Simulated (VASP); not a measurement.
# ScSi2O3 (P6/mmm) in VASP: notebook

ScSi2O3 is run at these levels: PBE; tasks: single point, relaxation of cell and atoms.

Everything below comes from runs of VASP 6.6.1. Logs are shortened: lines on timing, memory, paths and dates and some standing lists are left out, and cuts for length are marked.

### Step 1. The cell of the first run

It takes space group P6/mmm (No. 191, hexagonal). Conventional cell: a = 5.241 Å, b = 5.241 Å, c = 2.975 Å, α = 90.00°, β = 90.00°, γ = 120.00°. Within 3.9 Å of Sc (site symmetry 6/mmm) lie 2 Sc at 2.98 Å and 12 O at 3.01 Å and 6 Si at 3.03 Å. Si (site symmetry -6m2) has 6 O at 2.12 Å within 2.8 Å. O (site symmetry mmm) has 4 Si at 2.12 Å and 4 O at 2.62 Å within 2.8 Å.

### Step 2. Single point, PBE

Contents of INCAR:

```
SYSTEM = ScSi2O3
PREC     = Accurate       ! precision mode
ENCUT    = 520            ! plane-wave cutoff, eV
EDIFF    = 1E-7           ! SCF threshold, eV
ISMEAR   = 0              ! smearing method
SIGMA    = 0.1            ! smearing width, eV
LREAL    = .False.        ! projectors in reciprocal space
LASPH    = .True.         ! aspherical terms in the spheres
NELM     = 80             ! most SCF steps
ALGO     = Normal         ! electronic algorithm
ISIF     = 2              ! what is computed and relaxed
LWAVE    = .False.        ! write WAVECAR
LCHARG   = .False.        ! write CHGCAR
GGA      = PE             ! functional
NBANDS   = 28             ! bands
```

Contents of KPOINTS:

```
Automatic mesh
0
Gamma
  12 12 12
  0 0 0
```

Contents of POSCAR:

```
ScSi2O3
1.0
    5.2413460148      0.0000000000      0.0000000000
   -2.6206730074      4.5391387989      0.0000000000
    0.0000000000      0.0000000000      2.9751672227
Sc Si O
1 2 3
Direct
    0.0000000000      0.0000000000      0.0000000000
    0.3333333333      0.6666666667      0.0000000000
    0.6666666667      0.3333333333      0.0000000000
    0.5000000000      0.0000000000      0.5000000000
    0.5000000000      0.5000000000      0.5000000000
    0.0000000000      0.5000000000      0.5000000000
```

Potentials or basis: VASP PAW PBE potentials, release 64 (Sc_sv, Si, O).

On the command line:

```console
cat potpaw_PBE.64/Sc_sv/POTCAR potpaw_PBE.64/Si/POTCAR potpaw_PBE.64/O/POTCAR > POTCAR
mpirun -np 1 vasp_std > vasp.out
```

OUTCAR:

```text
SYSTEM = ScSi2O3
   PREC = Accurate
   ENCUT = 520
   EDIFF = 1E-7
   ISMEAR = 0
   LREAL = .False.
   LASPH = .True.
   NELM = 80
   ISIF = 2
   GGA = PE

 ion  position               nearest neighbor table
   1  0.000  0.000  0.000-   2 3.03   3 3.03   3 3.03   2 3.03   3 3.03   2 3.03
   2  0.333  0.667  0.000-   6 2.12   6 2.12   4 2.12   4 2.12   5 2.12   5 2.12   1 3.03   3 3.03
                             3 3.03   1 3.03   1 3.03   3 3.03
   3  0.667  0.333  0.000-   6 2.12   6 2.12   4 2.12   4 2.12   5 2.12   5 2.12   2 3.03   1 3.03
                             2 3.03   1 3.03   1 3.03   2 3.03
   4  0.500  0.000  0.500-   2 2.12   3 2.12   2 2.12   3 2.12
   5  0.500  0.500  0.500-   2 2.12   3 2.12   2 2.12   3 2.12
   6  0.000  0.500  0.500-   2 2.12   3 2.12   2 2.12   3 2.12

  LATTYP: Found a hexagonal cell.
 ALAT       =     5.2413460148
 C/A-ratio  =     0.5676341944

  Lattice vectors:

 A1 = (   5.2413460148,   0.0000000000,   0.0000000000)
 A2 = (  -2.6206730074,   4.5391387989,   0.0000000000)
 A3 = (   0.0000000000,   0.0000000000,   2.9751672227)

Analysis of symmetry for initial positions (statically):
=====================================================================
 Subroutine PRICEL returns:
 Original cell was already a primitive cell.

 Routine SETGRP: Setting up the symmetry group for a
 hexagonal supercell.

 Subroutine GETGRP returns: Found 24 space group operations
 (whereof 24 operations were pure point group operations)
 out of a pool of 24 trial point group operations.

The static configuration has the point symmetry D_6h.

Analysis of symmetry for dynamics (positions and initial velocities):
=====================================================================
 Subroutine PRICEL returns:
 Original cell was already a primitive cell.

 Routine SETGRP: Setting up the symmetry group for a
 hexagonal supercell.

 Subroutine GETGRP returns: Found 24 space group operations
 (whereof 24 operations were pure point group operations)
 out of a pool of 24 trial point group operations.

The dynamic configuration has the point symmetry D_6h.

 Subroutine INISYM returns: Found 24 space group operations
 (whereof 24 operations are pure point group operations),
 and found     1 'primitive' translations

----------------------------------------------------------------------------------------

                                     Primitive cell

  volume of cell :      70.7828

  direct lattice vectors                    reciprocal lattice vectors
     5.241346015  0.000000000  0.000000000     0.190790686  0.110153054  0.000000000
    -2.620673007  4.539138799  0.000000000     0.000000000  0.220306107  0.000000000
     0.000000000  0.000000000  2.975167223     0.000000000  0.000000000  0.336115561

  length of vectors
     5.241346015  5.241346015  2.975167223     0.220306107  0.220306107  0.336115561

  position of ions in fractional coordinates (direct lattice)
     0.000000000  0.000000000  0.000000000
     0.333333333  0.666666667  0.000000000
     0.666666667  0.333333333  0.000000000
     0.500000000  0.000000000  0.500000000
     0.500000000  0.500000000  0.500000000
     1.000000000  0.500000000  0.500000000

  ion indices of the primitive-cell ions
   primitive index   ion index
                 1           1
                 2           2
                 3           3
                 4           4
                 5           5
                 6           6

----------------------------------------------------------------------------------------

 KPOINTS: Automatic mesh

Automatic generation of k-mesh.
 Grid dimensions read from file:
 generate k-points for:   12   12   12

 Generating k-lattice:

  Cartesian coordinates                     Fractional coordinates (reciprocal lattice)
     0.015899224  0.009179421  0.000000000     0.083333333 -0.000000000  0.000000000
     0.000000000  0.018358842  0.000000000     0.000000000  0.083333333  0.000000000
     0.000000000  0.000000000  0.028009630     0.000000000  0.000000000  0.083333333

  Length of vectors
     0.018358842  0.018358842  0.028009630

  Shift w.r.t. Gamma in fractional coordinates (k-lattice)
     0.000000000  0.000000000  0.000000000

 Subroutine IBZKPT returns following result:
 ===========================================

 Found    133 irreducible k-points:

 Following reciprocal coordinates:
            Coordinates               Weight
  0.000000  0.000000  0.000000      1.000000
  0.083333  0.000000  0.000000      6.000000
  0.166667  0.000000  0.000000      6.000000
  0.250000  0.000000  0.000000      6.000000
  0.333333  0.000000  0.000000      6.000000
  0.416667  0.000000  0.000000      6.000000
[... 16 lines left out ...]
  0.250000  0.000000  0.083333     12.000000
  0.333333  0.000000  0.083333     12.000000
 [... further k-points ...]
   k-points           NKPTS =    133   k-points in BZ     NKDIM =    133   number of bands    NBANDS=     28
   number of dos      NEDOS =    301   number of ions     NIONS =      6
   total plane-waves  NPLWV =  38400
   dimension x,y,z NGX =    40 NGY =   40 NGZ =   24
   dimension x,y,z NGXF=    80 NGYF=   80 NGZF=   48
   ions per type =               1   2   3
   NGX,Y,Z   is equivalent  to a cutoff of  12.69, 12.69, 13.41 a.u.
   NGXF,Y,Z  is equivalent  to a cutoff of  25.37, 25.37, 26.82 a.u.
 SYSTEM =  ScSi2O3
   PREC   = accura    normal or accurate (medium, high low for compatibility)
   ISTART =      0    job   : 0-new  1-cont  2-samecut
   ICHARG =      2    charge: 1-file 2-atom 10-const
   ISPIN  =      1    spin polarized calculation?
   LNONCOLLINEAR =      F non collinear calculations
   LSORBIT =      F    spin-orbit coupling
   LASPH  =      T    aspherical Exc in radial PAW
   ENCUT  =  520.0 eV  38.22 Ry    6.18 a.u.   9.75  9.75  5.53*2*pi/ulx,y,z
   NELM   =     80;   NELMIN=  2; NELMDL= -5     # of ELM steps
   EDIFF  = 0.1E-06   stopping-criterion for ELM
   LREAL  =      F    real-space projection
   EDIFFG = 0.1E-05   stopping-criterion for IOM
   NSW    =      0    number of steps for IOM
   IBRION =     -1    ionic relax: 0-MD 1-quasi-New 2-CG
   NFREE  =      0    steps in history (QN), initial steepest desc. (CG)
   ISIF   =      2    stress and relaxation
   ISYM   =      2    0-nonsym 1-usesym 2-fastsym
   POTIM  = 0.5000    time-step for ionic-motion
   TEBEG  =    0.0;   TEEND  =   0.0 temperature during run
   PSTRESS=    0.0 pullay stress
   NELECT =      37.0000    total number of electrons
   NUPDOWN=      -1.0000    fix difference up-down
   EMIN   =  10.00;   EMAX   =-10.00  energy-range for DOS
   EFERMI =   0.00;   METHOD = LEGACY
   ISMEAR =     0;   SIGMA  =   0.10  broadening in eV -4-tet -1-fermi 0-gaus
   EFERMI_NEDOS =   21; number of points for ismear=-14 and -15
   IALGO  =     38    algorithm
   IMIX   =      4    mixing-type and parameters
     AMIX     =   0.40;   BMIX     =  1.00
     AMIX_MAG =   1.60;   BMIX_MAG =  1.00
  volume/ion in A,a.u.               =      11.80        79.61
  Fermi-wavevector in a.u.,A,eV,Ry     =   1.318761  2.492097 23.662317  1.739131
  Thomas-Fermi vector in A             =   2.448708
   LORBIT       =      0    0 simple, 1 ext, 2 COOP (PROOUT), +10 PAW based schemes
   GGA     = PE    functional components
   LHFCALC =     F    Hartree Fock is set to
   AEXX    =    0.0000 exact exchange contribution
   IVDW    =     0    specifies the selected vdW correction
   LEPSILON=     F    determine dielectric tensor
   LRPA    =     F    only Hartree local field effects (RPA)
 non-spin polarized calculation
 Gauss-broadening in eV      SIGMA  =   0.10
  energy-cutoff  :      520.00
  volume of cell :       70.78
 maximum number of plane-waves:      1942
 NGX is ok and might be reduce to    40
   NGX = 19   NGY = 19   NGZ = 11

 number of electron      36.9999990 magnetization

 Free energy of the ion-electron system (eV)
  ---------------------------------------------------
  ext. energy  EPLUGINS =         0.00000000
  ---------------------------------------------------
  free energy    TOTEN  =       -35.56101807 eV

  energy without entropy =      -35.54887568  energy(sigma->0) =      -35.55494688

 E-fermi :   8.0110     XC(G=0): -11.1859

 val. band max:        8.0041296282   @ k =   0.3333   0.0000   0.5000
 cond. band min:       8.0184600735   @ k =   0.1667   0.0000   0.3333
 fundamental gap:      0.0143304453
 Fermi energy:         8.0109822061

 k-point     1 :       0.0000    0.0000    0.0000
  band No.  band energies     occupation
      1     -42.2534      2.00000
      2     -20.9723      2.00000
      3     -20.9723      2.00000
      4     -20.5670      2.00000
      5     -13.6420      2.00000
      6     -11.8144      2.00000
[... 20 lines left out ...]
     27      12.0824      0.00000
     28      12.0824      0.00000

 k-point     2 :       0.0833    0.0000    0.0000
  band No.  band energies     occupation
      1     -42.2534      2.00000
      2     -20.9729      2.00000
      3     -20.9725      2.00000
      4     -20.5670      2.00000
      5     -13.6188      2.00000
      6     -11.8515      2.00000
[... 20 lines left out ...]
     27      12.4283      0.00000
     28      12.4507      0.00000

 k-point     3 :       0.1667    0.0000    0.0000
  band No.  band energies     occupation
      1     -42.2534      2.00000
      2     -20.9746      2.00000
      3     -20.9729      2.00000
      4     -20.5669      2.00000
      5     -13.5511      2.00000
      6     -11.9571      2.00000
[... 616 lines left out ...]
      3     -20.9696      2.00000
      4     -20.6007      2.00000
      5     -13.3942      2.00000
      6     -12.0784      2.00000
[... 20 lines left out ...]
     27      13.2249      0.00000
     28      13.3107      0.00000

 k-point    24 :       0.3333    0.0000    0.0833
  band No.  band energies     occupation
      1     -42.2494      2.00000
      2     -20.9750      2.00000
      3     -20.9702      2.00000
      4     -20.6006      2.00000
      5     -13.2594      2.00000
      6     -12.2608      2.00000
[... 20 lines left out ...]
     27      13.5945      0.00000
     28      13.8012      0.00000

 [... further k-points ...]

------------------------ aborting loop because EDIFF is reached ----------------------------------------

  FORCE on cell =-STRESS in cart. coord.  units (eV):
  Direction    XX          YY          ZZ          XY          YZ          ZX
  --------------------------------------------------------------------------------------
  -------------------------------------------------------------------------------------
  Total        0.0147528      0.0147528      0.0650057      0.0000000     -0.0000000      0.0000000
  in kB        0.3339317      0.3339317      1.4714122      0.0000000     -0.0000000      0.0000000
  external PRESSURE =       0.7130919 kB  Pullay stress =       0.0000000 kB

 VOLUME and BASIS-vectors are now :
 -----------------------------------------------------------------------------
  energy-cutoff  :      520.00
  volume of cell :       70.78
      direct lattice vectors                 reciprocal lattice vectors
     5.241346015  0.000000000  0.000000000     0.190790686  0.110153054  0.000000000
    -2.620673007  4.539138799  0.000000000     0.000000000  0.220306107  0.000000000
     0.000000000  0.000000000  2.975167223     0.000000000  0.000000000  0.336115561

 POSITION                                       TOTAL-FORCE (eV/Angst)
 -----------------------------------------------------------------------------------
      0.00000      0.00000      0.00000        -0.000000      0.000000      0.000000
     -0.00000      3.02609      0.00000         0.000000      0.000000     -0.000000
      2.62067      1.51305      0.00000        -0.000000     -0.000000      0.000000
      2.62067      0.00000      1.48758        -0.000000      0.000000      0.000000
      1.31034      2.26957      1.48758        -0.000000      0.000000      0.000000
     -1.31034      2.26957      1.48758        -0.000000      0.000000      0.000000
 -----------------------------------------------------------------------------------
    total drift:                               -0.000000      0.000000     -0.000000

  FREE ENERGIE OF THE ION-ELECTRON SYSTEM (eV)
  ---------------------------------------------------
  free  energy   TOTEN  =       -35.5610180713 eV

  energy  without entropy=      -35.5488756792  energy(sigma->0) =      -35.55494688
```

Wall time 8.4 min (1 thread of Intel Xeon 8259CL, shared host); peak memory 0.36 GiB.

Results:

- Free energy: -35.5610 eV
- Pressure: 0.1 GPa
- Band gap on the k mesh: zero (an odd number of electrons rules out a gap without spin polarisation)

Caveat: an odd number of electrons without spin polarisation forces a metal; a magnetic or distorted state may lie lower.

### Step 3. Single point, PBE, collinear spin, ferromagnetic start

This run uses another cell than the first one, of 11.99 Å³/atom.

Contents of INCAR:

```
PREC = Accurate ; ENCUT = 520
EDIFF = 1E-6 ; ISMEAR = 0
SIGMA = 0.1 ; LREAL = F
LASPH = T ; NELM = 150
ALGO = Normal ; ISIF = 2
LWAVE = F ; LCHARG = F
ISPIN = 2 ; MAGMOM = 0 0 0 1 1 1
LORBIT = 11 ; LMAXMIX = 4
GGA = PE ; NBANDS = 32
```

Contents of KPOINTS:

```
Automatic mesh
0
Gamma
  6 6 6
```

Contents of POSCAR:

```
ScSi2O3
1.0
    5.2534215800      0.0000000000      0.0000000000
   -2.6267107900      4.5495965400      0.0000000000
    0.0000000000      0.0000000000      3.0093999100
Sc Si O
1 2 3
Direct
    0.0000000000      0.0000000000      0.0000000000
    0.3333333300      0.6666666700      0.0000000000
    0.6666666700      0.3333333300      0.0000000000
    0.5000000000      0.0000000000      0.5000000000
    0.5000000000      0.5000000000      0.5000000000
    0.0000000000      0.5000000000      0.5000000000
```

Potentials or basis: VASP PAW PBE potentials, release 64 (Sc_sv, Si, O).

On the command line:

```console
cat potpaw_PBE.64/Sc_sv/POTCAR potpaw_PBE.64/Si/POTCAR potpaw_PBE.64/O/POTCAR > POTCAR
mpirun -np 1 vasp_std > vasp.out
```

Wall time 4.1 min (1 thread of Intel Xeon 8259CL, shared host); peak memory 0.28 GiB.

It converged, with:

- Free energy: -35.4954 eV
- Pressure: -2.3 GPa
- Net moment: 0.09 μB per cell
- Site moments: Sc +0.06; Si +0.00; O +0.00 μB
- Valence electrons inside the program's atomic spheres: Sc 9.39; Si 1.43; O 4.93

Stress tensor (GPa, compression positive):
```
-0.82  0.00  0.00
 0.00 -0.82  0.00
 0.00  0.00 -5.25
```

Levels at points of the mesh, in eV from the Fermi level:
Spin up:
```csv
k point,band 16,band 17,band 18,band 19,band 20,band 21,band 22,band 23
"(0.00, 0.00, 0.00)",-3.68,-3.24,-1.28,-0.98,-0.98,1.99,2.16,2.48
"(0.50, 0.00, 0.00)",-3.59,-2.80,-1.73,-0.71,0.91,1.24,1.50,2.57
"(0.00, 0.00, 0.50)",-3.40,-2.97,0.36,0.36,1.26,1.26,1.41,1.49
"(0.50, 0.00, 0.50)",-3.16,-2.67,-0.05,-0.01,0.01,0.44,1.24,2.01
```
Spin down:
```csv
k point,band 15,band 16,band 17,band 18,band 19,band 20,band 21,band 22,band 23,band 24
"(0.00, 0.00, 0.00)",-3.68,-3.68,-3.24,-1.18,-0.95,-0.95,2.00,2.21,2.50,2.50
"(0.50, 0.00, 0.00)",-4.70,-3.58,-2.79,-1.71,-0.61,0.92,1.28,1.53,2.59,2.67
"(0.00, 0.00, 0.50)",-3.39,-3.39,-2.97,0.39,0.39,1.30,1.30,1.45,1.52,1.52
"(0.50, 0.00, 0.50)",-4.80,-3.16,-2.66,-0.01,0.02,0.02,0.47,1.27,2.06,2.44
```

### Step 4. Relaxation of cell and atoms, PBE

This run uses another cell than the first one, of 11.99 Å³/atom.

Contents of INCAR:

```
SYSTEM = ScSi2O3
  PREC = Accurate
  ENCUT = 600
  EDIFF = 1E-7
  ISMEAR = 0
  SIGMA = 0.1
  LREAL = .FALSE.
  LASPH = .TRUE.
  NELM = 80
  ALGO = Normal
  ISIF = 3
  LWAVE = .FALSE.
  LCHARG = .FALSE.
  GGA = PE
  IBRION = 2
  NSW = 100
  EDIFFG = -0.01
```

Contents of KPOINTS:

```
Automatic mesh
0
G
  12 12 12
  0 0 0
```

POSCAR is that of step 3.

On the command line:

```console
cat potpaw_PBE.64/Sc_sv/POTCAR potpaw_PBE.64/Si/POTCAR potpaw_PBE.64/O/POTCAR > POTCAR
mpirun -np 1 vasp_std > vasp.out
```

It took 17 min on 1 thread of Intel Xeon 8259CL, shared host; peak memory 0.4 GiB.

It converged, with:

```yaml
Free_energy: -35.5689 eV
Relaxed_volume: 11.79 Å³/atom
Relaxed_cell: a = 5.240 Å, b = 5.240 Å, c = 2.975 Å, α = 90.00°, β = 90.00°, γ = 120.00°
Space_group_after_relaxing_to_0.1_Å: P6/mmm (No. 191)
Energy_gained_by_relaxing: 2.2 meV/atom
Ionic_steps: 3
Pressure_after_relaxing: 0.0 GPa
Band_gap_on_the_k_mesh: zero (an odd number of electrons rules out a gap without spin polarisation)
```

The path:
```
step  energy change (eV)  largest force (eV/Å)  pressure (GPa)  volume (Å³)
   1              0.0000                0.0000           -2.22        71.93
   2             -0.0100                0.0000            1.08        70.21
   3             -0.0131                0.0000           -0.03        70.76
```

Final structure:
```yaml
crystal:
  lattice:
    - [5.24045, 0.00000, 0.00000]
    - [-2.62022, 4.53836, 0.00000]
    - [0.00000, 0.00000, 2.97520]
  atoms:
    - { symbol: Sc, position: [0.00000, 0.00000, 0.00000] }
    - { symbol: Si, position: [0.33333, 0.66667, 0.00000] }
    - { symbol: Si, position: [0.66667, 0.33333, 0.00000] }
    - { symbol: O, position: [0.50000, 0.00000, 0.50000] }
    - { symbol: O, position: [0.50000, 0.50000, 0.50000] }
    - { symbol: O, position: [0.00000, 0.50000, 0.50000] }
```

Levels at points of the mesh, in eV from the Fermi level:
| k point | band 16 | band 17 | band 18 | band 19 | band 20 | band 21 | band 22 |
| --- | --- | --- | --- | --- | --- | --- | --- |
| (0.00, 0.00, 0.00) | -3.83 | -3.37 | -1.47 | -0.97 | -0.97 | 2.05 | 2.16 |
| (0.50, 0.00, 0.00) | -3.74 | -2.71 | -1.68 | -0.89 | 1.03 | 1.21 | 1.50 |
| (0.00, 0.00, 0.50) | -3.54 | -3.08 | 0.36 | 0.36 | 1.23 | 1.23 | 1.33 |
| (0.50, 0.00, 0.50) | -3.29 | -2.68 | -0.09 | -0.02 | 0.05 | 0.26 | 1.08 |

Caveat: an odd number of electrons without spin polarisation forces a metal; a magnetic or distorted state may lie lower.

### Step 5. The runs side by side

```tsv
task	spin	cell	k mesh	cutoff (eV)	gap on the mesh (eV)	pressure (GPa)
single point	off	a = 5.241, b = 5.241, c = 2.975 Å, angles 90.0, 90.0, 120.0°, 6 atoms	12 × 12 × 12	520	none	0.1
single point	collinear, ferromagnetic start	a = 5.253, b = 5.253, c = 3.009 Å, angles 90.0, 90.0, 120.0°, 6 atoms	6 × 6 × 6	520	none	-2.3
relaxation of cell and atoms	off	relaxed from a = 5.253, b = 5.253, c = 3.009 Å, angles 90.0, 90.0, 120.0°, 6 atoms	12 × 12 × 12	600	none	0.0
```

Alike in all rows: level PBE; potentials or basis VASP PAW PBE potentials, release 64 (Sc_sv, Si, O); smearing gaussian 0.1 eV.

Caveats: an odd number of electrons without spin polarisation forces a metal (at least some runs); a magnetic or distorted state may lie lower (at least some runs).

Absolute energies hang on the potentials; compare differences alone.
